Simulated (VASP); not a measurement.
## In2GaP3: single point with PBE

The system is In2GaP3.

```
In Ga P
1.0
     4.10731    0.00000    0.00000
    -2.05365    3.55703    0.00000
     0.00000    0.00000   10.09785
In Ga P
2 1 3
Cartesian
  0.0000 0.0000 10.0292
  2.0537 1.1857 3.4230
  0.0000 2.3714 6.7224
  0.0000 0.0000 7.4479
  0.0000 2.3714 4.3400
  2.0537 1.1857 0.8555
```

- Program: VASP 6.6.1
- Task: single point
- Functional: PBE
- Potentials or basis: VASP PAW PBE potentials, release 64 (In_d, Ga_d, P)
- Cutoff: 520 eV
- k mesh: 12 × 12 × 4
- Occupations: gaussian, width 0.02 eV
- Spin: no spin polarisation
- Dipole correction: no
- Further INCAR settings: ALGO = Normal; EDIFF = 1e-07; NBANDS = 36

```yaml
Pressure: 0.0 GPa
Largest_force: 0.004 eV/Å
Band_gap_on_the_k_mesh: 0.42 eV
```

Forces in eV/Å, atoms in the order of the input:
```
In   0.000  0.000  0.002
In   0.000  0.000  0.004
Ga   0.000  0.000  0.001
P    0.000  0.000 -0.004
P    0.000  0.000 -0.002
P    0.000  0.000 -0.002
```

Levels at points of the mesh, in eV from the valence-band top:
```tsv
k point	band 25	band 26	band 27	band 28	band 29	band 30
(0.00, 0.00, 0.00)	-0.16	0.00	0.00	0.42	1.33	1.96
(0.50, 0.00, 0.00)	-2.19	-1.47	-1.29	1.65	1.90	2.49
(0.00, 0.00, 0.50)	-0.40	-0.21	-0.21	0.87	1.89	2.05
(0.50, 0.00, 0.50)	-1.89	-1.06	-0.96	1.26	1.94	2.44
```

It took 6.9 min on 1 thread of Intel Xeon 8259CL, with other jobs on the host, peak memory 0.49 GiB.

Caveat: semilocal functionals underestimate gaps, and a narrow one can read as zero; spin-orbit coupling is left out, which moves the levels of the heavy elements. A k mesh can miss the band edges.
